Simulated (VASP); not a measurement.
Set up this calculation in VASP 6.6.1, as the native input.

- Task: relaxation of cell and atoms
- Functional: LDA
- Potentials or basis: VASP PAW LDA potentials, release 64 (Zn, S)
- Cutoff: 600 eV
- k mesh: 8 × 8 × 8
- Occupations: gaussian, width 0.01 eV
- Spin: no spin polarisation
- Target pressure: 10 GPa
- Dipole correction: no
- Further INCAR settings: ALGO = Normal; EDIFF = 1e-06; IBRION = 2; EDIFFG = -0.002; NSW = 100; ISIF = 3

The structure of ZnS lies in POSCAR:

```
ZnS
1.0
    0.0000000000      2.6484702549      2.6484702549
    2.6484702549      0.0000000000      2.6484702549
    2.6484702549      2.6484702549      0.0000000000
Zn S
1 1
Direct
    0.7500000000      0.7500000000      0.7500000000
    0.0000000000      0.0000000000      0.0000000000
```

These files were run (other wordings do the same):

INCAR

```
PREC     = Accurate       # precision mode
ENCUT    = 600            # plane-wave cutoff, eV
EDIFF    = 1E-6           # SCF threshold, eV
ISMEAR   = 0              # smearing method
SIGMA    = 0.01           # smearing width, eV
LREAL    = F              # projectors in reciprocal space
LASPH    = T              # aspherical terms in the spheres
NELM     = 100            # most SCF steps
ALGO     = Normal         # electronic algorithm
ISIF     = 3              # what is computed and relaxed
LWAVE    = F              # write WAVECAR
LCHARG   = F              # write CHGCAR
GGA      = CA             # functional
IBRION   = 2              # ionic algorithm
NSW      = 100            # ionic steps
EDIFFG   = -0.002         # ionic threshold
PSTRESS  = 100.0
```

KPOINTS

```
regular mesh
0
Gamma
  8 8 8
```

Potentials or basis: VASP PAW LDA potentials, release 64 (Zn, S).

Run with:

```console
$ cat potpaw_LDA.64/Zn/POTCAR potpaw_LDA.64/S/POTCAR > POTCAR
$ mpirun -np 1 vasp_std > vasp.out
```

Results of the run:

```json
{
  "Relaxed volume": "16.96 Å³/atom",
  "Relaxed cell": "a = 3.634 Å, b = 3.634 Å, c = 3.634 Å, α = 60.00°, β = 60.00°, γ = 60.00°",
  "Space group after relaxing (to 0.05 Å)": "F-43m (No. 216)",
  "Energy change on relaxing (the enthalpy is what falls)": "+47.7 meV/atom",
  "Ionic steps": "7",
  "Pressure after relaxing": "10.0 GPa",
  "Band gap on the k mesh": "2.59 eV, direct"
}
```

Caveat: the cell is relaxed towards a set pressure, so the enthalpy falls and the energy may rise.

It took 2.2 min on 1 thread of AMD EPYC 7R13, with other jobs on the host, peak memory 0.13 GiB.
